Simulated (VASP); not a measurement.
CuO:

```xyz
4
Lattice="3.4221 0.0000 0.0000 0.0000 3.4221 0.0000 0.0000 0.0000 4.2605" Properties=species:S:1:pos:R:3 pbc="T T T"
Cu    0.0000    1.7110    0.0000
Cu    1.7110    0.0000    2.1302
O     0.0000    0.0000    1.0651
O     0.0000    0.0000    3.1953
```

Base run:

* Program: VASP 6.6.1
* Functional: PBE
* Potentials or basis: VASP PAW PBE potentials, release 64 (Cu, O)
* Cutoff: 520 eV
* k mesh: 8 × 8 × 6
* Occupations: fermi-dirac, width 0.05 eV
* Spin: no spin polarisation
* Hubbard terms: Cu d U = 4.0 eV

Its results: band gap on the k mesh zero (bands 17 and 18 overlap by 1.84 eV); pressure -3.1 GPa.

The run is repeated on the same cell with these changes: hubbard terms from Cu d U = 4.0 eV to Cu d U = 8.0 eV. What comes out?

Band gap on the k mesh zero (bands 17 and 18 overlap by 1.90 eV); pressure -3.9 GPa.

Caveats: U without spin polarisation on a metal has little footing; the stress differs along the axes, from -14 to 18 GPa (at least some runs); the stress differs along the axes, from -13 to 14 GPa (at least some runs).
